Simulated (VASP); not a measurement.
# Re (P6_3/mmc) in VASP: further runs

Re is run at these levels: LDA; tasks: single point.

Everything below comes from runs of VASP 6.6.1. Logs are shortened: lines on timing, memory, paths and dates and some standing lists are left out, and cuts for length are marked.

**1. The cell of the first run**

Symmetry: P6_3/mmc, No. 194, hexagonal system. The conventional cell has a = 2.547 Å, b = 2.547 Å, c = 4.106 Å, α = 90.00°, β = 90.00°, γ = 120.00°. Re (site symmetry -6m2) has 12 Re at 2.53 to 2.55 Å within 3.3 Å.

**2. Single point, LDA**

File INCAR:

```
SYSTEM = Re
  PREC = Accurate
  ENCUT = 520
  EDIFF = 1E-6
  ISMEAR = -1
  SIGMA = 0.08
  LREAL = .False.
  LASPH = .True.
  NELM = 80
  ALGO = Normal
  ISIF = 2
  LWAVE = .False.
  LCHARG = .True.
  GGA = CA
  LELF = .True.
  LVHAR = .True.
  NBANDS = 14
```

File KPOINTS:

```
regular mesh
0
Gamma
  17 17 9
  0 0 0
```

File POSCAR:

```
Re
1.0
    2.5470008379      0.0000000000      0.0000000000
   -1.2735004190      2.2057674291      0.0000000000
    0.0000000000      0.0000000000      4.1061330988
Re
2
Direct
    0.3333333333      0.6666666667      0.2500000000
    0.6666666667      0.3333333333      0.7500000000
```

Potentials or basis: VASP PAW LDA potentials, release 64 (Re).

Launch:

```sh
cat potpaw_LDA.64/Re/POTCAR > POTCAR
mpirun -np 1 vasp_std > vasp.out
```

OUTCAR:

```text
SYSTEM = Re
   PREC = Accurate
   ENCUT = 520
   EDIFF = 1E-6
   ISMEAR = -1
   LREAL = .False.
   LASPH = .True.
   NELM = 80
   ISIF = 2
   GGA = CA

 ion  position               nearest neighbor table
   1  0.333  0.667  0.250-   2 2.53   2 2.53   2 2.53   2 2.53   2 2.53   2 2.53
   2  0.667  0.333  0.750-   1 2.53   1 2.53   1 2.53   1 2.53   1 2.53   1 2.53

  LATTYP: Found a hexagonal cell.
 ALAT       =     2.5470008379
 C/A-ratio  =     1.6121443848

  Lattice vectors:

 A1 = (   2.5470008379,   0.0000000000,   0.0000000000)
 A2 = (  -1.2735004190,   2.2057674291,   0.0000000000)
 A3 = (   0.0000000000,   0.0000000000,   4.1061330988)

Analysis of symmetry for initial positions (statically):
=====================================================================
 Subroutine PRICEL returns:
 Original cell was already a primitive cell.

 Routine SETGRP: Setting up the symmetry group for a
 hexagonal supercell.

 Subroutine GETGRP returns: Found 24 space group operations
 (whereof 12 operations were pure point group operations)
 out of a pool of 24 trial point group operations.

The static configuration has the point symmetry D_3d.
 The point group associated with its full space group is D_6h.

Analysis of symmetry for dynamics (positions and initial velocities):
=====================================================================
 Subroutine PRICEL returns:
 Original cell was already a primitive cell.

 Routine SETGRP: Setting up the symmetry group for a
 hexagonal supercell.

 Subroutine GETGRP returns: Found 24 space group operations
 (whereof 12 operations were pure point group operations)
 out of a pool of 24 trial point group operations.

The dynamic configuration has the point symmetry D_3d.
 The point group associated with its full space group is D_6h.

 Subroutine INISYM returns: Found 24 space group operations
 (whereof 12 operations are pure point group operations),
 and found     1 'primitive' translations

----------------------------------------------------------------------------------------

                                     Primitive cell

  volume of cell :      23.0686

  direct lattice vectors                    reciprocal lattice vectors
     2.547000838  0.000000000  0.000000000     0.392618638  0.226678476  0.000000000
[... 88 lines left out ...]
   EDIFFG = 0.1E-04   stopping-criterion for IOM
   NSW    =      0    number of steps for IOM
   IBRION =     -1    ionic relax: 0-MD 1-quasi-New 2-CG
   NFREE  =      0    steps in history (QN), initial steepest desc. (CG)
   ISIF   =      2    stress and relaxation
   ISYM   =      2    0-nonsym 1-usesym 2-fastsym
   POTIM  = 0.5000    time-step for ionic-motion
   TEBEG  =    0.0;   TEEND  =   0.0 temperature during run
   PSTRESS=    0.0 pullay stress
   NELECT =      14.0000    total number of electrons
   NUPDOWN=      -1.0000    fix difference up-down
   EMIN   =  10.00;   EMAX   =-10.00  energy-range for DOS
   EFERMI =   0.00;   METHOD = LEGACY
   ISMEAR =    -1;   SIGMA  =   0.08  broadening in eV -4-tet -1-fermi 0-gaus
   EFERMI_NEDOS =   21; number of points for ismear=-14 and -15
   IALGO  =     38    algorithm
   IMIX   =      4    mixing-type and parameters
     AMIX     =   0.40;   BMIX     =  1.00
     AMIX_MAG =   1.60;   BMIX_MAG =  1.00
  volume/ion in A,a.u.               =      11.53        77.84
  Fermi-wavevector in a.u.,A,eV,Ry     =   1.386044  2.619243 26.138383  1.921117
  Thomas-Fermi vector in A             =   2.510397
   LORBIT       =      0    0 simple, 1 ext, 2 COOP (PROOUT), +10 PAW based schemes
   GGA     = CA    functional components
   LHFCALC =     F    Hartree Fock is set to
   AEXX    =    0.0000 exact exchange contribution
   IVDW    =     0    specifies the selected vdW correction
   LEPSILON=     F    determine dielectric tensor
   LRPA    =     F    only Hartree local field effects (RPA)
 non-spin polarized calculation
  energy-cutoff  :      520.00
  volume of cell :       23.07
 maximum number of plane-waves:       640
 NGX is ok and might be reduce to    20
   NGX =  9   NGY =  9   NGZ = 15

 number of electron      14.0000000 magnetization

 Free energy of the ion-electron system (eV)
  ---------------------------------------------------
  ext. energy  EPLUGINS =         0.00000000
  ---------------------------------------------------
  free energy    TOTEN  =       -25.38217835 eV

  energy without entropy =      -25.35618518  energy(sigma->0) =      -25.36918177

 E-fermi :  11.3051     XC(G=0): -15.1880

 val. band max:       11.2820766405   @ k =   0.1765   0.1176   0.0000
 cond. band min:      11.3121563477   @ k =   0.3529   0.0000   0.2222
 fundamental gap:      0.0300797073
 Fermi energy:        11.3050555762

 k-point     1 :       0.0000    0.0000    0.0000
  band No.  band energies     occupation
      1      -0.1563      2.00000
      2       2.6226      2.00000
      3       8.8167      2.00000
      4       8.8167      2.00000
      5       8.8923      2.00000
      6      10.0575      2.00000
      7      10.0575      2.00000
      8      11.3389      0.79181
      9      11.3389      0.79181
     10      12.9506      0.00000
     11      15.8120      0.00000
     12      15.8120      0.00000
     13      24.7034      0.00000
     14      25.6103      0.00000
[... 377 lines left out ...]
      1       3.7952      2.00000
      2       5.3946      2.00000
      3       5.8199      2.00000
      4       5.8427      2.00000
      5       8.3059      2.00000
      6       8.9203      2.00000
      7      10.7331      1.99843
      8      11.7885      0.00474
      9      13.8234      0.00000
     10      15.3125      0.00000
     11      16.7085      0.00000
     12      24.0763      0.00000
     13      25.1976      0.00000
     14      29.2456      0.00000

 [... further k-points ...]
[... 5 lines left out ...]
  --------------------------------------------------------------------------------------
  -------------------------------------------------------------------------------------
  Total       21.2181604     21.2181604     21.1726647     -0.0000000      0.0000000      0.0000000
  in kB     1473.6572351   1473.6572351   1470.4974377     -0.0000000      0.0000000      0.0000000
  external PRESSURE =    1472.6039693 kB  Pullay stress =       0.0000000 kB

 VOLUME and BASIS-vectors are now :
 -----------------------------------------------------------------------------
  energy-cutoff  :      520.00
  volume of cell :       23.07
      direct lattice vectors                 reciprocal lattice vectors
     2.547000838  0.000000000  0.000000000     0.392618638  0.226678476  0.000000000
    -1.273500419  2.205767429  0.000000000     0.000000000  0.453356953  0.000000000
     0.000000000  0.000000000  4.106133099     0.000000000  0.000000000  0.243538136

 POSITION                                       TOTAL-FORCE (eV/Angst)
 -----------------------------------------------------------------------------------
     -0.00000      1.47051      1.02653        -0.000000      0.000000      0.000000
      1.27350      0.73526      3.07960         0.000000     -0.000000      0.000000
 -----------------------------------------------------------------------------------
    total drift:                                0.000000     -0.000000     -0.000000

  FREE ENERGIE OF THE ION-ELECTRON SYSTEM (eV)
  ---------------------------------------------------
  free  energy   TOTEN  =       -25.3821783529 eV

  energy  without entropy=      -25.3561851803  energy(sigma->0) =      -25.36918177
```

stdout:

```text
POSCAR found type information on POSCAR Re
 POSCAR found :  1 types and       2 ions
 scaLAPACK will be used
 LDA part: xc-table for (Slater(with rela. corr.)+CA(PZ))
 , standard interpolation
 POSCAR, INCAR and KPOINTS ok, starting setup
 FFT: planning ... GRIDC
 FFT: planning ... GRID_SOFT
 FFT: planning ... GRID
 WAVECAR not read
 entering main loop
```

Run time: 41 s. Hardware: 1 thread of Intel Xeon Platinum 8259CL at 2.50GHz (Skylake/Cascade Lake), shared host; peak memory 0.16 GiB.

Results:

```
Free energy            : -25.3822 eV
Pressure               : 147.3 GPa
Band gap on the k mesh : zero (band 7 reaches 13.88 eV, above the bottom of band 8 at 8.79 eV)
```

Stress tensor (GPa, compression positive):
```
147.37   0.00   0.00
  0.00 147.37   0.00
  0.00   0.00 147.05
```

Caveat: spin-orbit coupling is left out, which moves the levels of the heavy elements.

**3. Single point, LDA**

File INCAR:

```
SYSTEM = Re
  PREC = Accurate
  ENCUT = 520
  EDIFF = 1E-6
  ISMEAR = -1
  SIGMA = 0.08
  LREAL = .False.
  LASPH = .True.
  NELM = 100
  ALGO = Normal
  ISIF = 2
  LWAVE = .False.
  LCHARG = .False.
  NBANDS = 14
```

File KPOINTS:

```
Automatic mesh
0
Gamma
  17 17 9
  0 0 0
```

File POSCAR:

```
Re
1.0
    2.5464540841      0.0000000000      0.0000000000
   -1.2732270421      2.2052939264      0.0000000000
    0.0000000000      0.0000000000      4.1050447233
Re
2
Direct
    0.3333333333      0.6666666667      0.2500000000
    0.6666666667      0.3333333333      0.7500000000
```

Potentials or basis: VASP PAW LDA potentials, release 64 (Re).

Launch:

```sh
cat potpaw_LDA.64/Re/POTCAR > POTCAR
mpirun -np 1 vasp_std > vasp.out
```

It took 37 s on 1 thread of Intel Xeon Platinum 8259CL at 2.50GHz (Skylake/Cascade Lake), shared host; peak memory 0.16 GiB.

It converged, with:

| Item | Value |
| --- | --- |
| Free energy | -25.3674 eV |
| Pressure | 147.9 GPa |
| Band gap on the k mesh | zero (band 7 reaches 13.90 eV, above the bottom of band 8 at 8.80 eV) |

Stress tensor (GPa, compression positive):
```
148.03   0.00   0.00
  0.00 148.03   0.00
  0.00   0.00 147.76
```

Levels at points of the mesh, in eV from the Fermi level:
| k point | band 5 | band 6 | band 7 | band 8 | band 9 | band 10 |
| --- | --- | --- | --- | --- | --- | --- |
| (0.00, 0.00, 0.00) | -2.41 | -1.25 | -1.25 | 0.03 | 0.03 | 1.65 |

Caveat: spin-orbit coupling is left out, which moves the levels of the heavy elements.
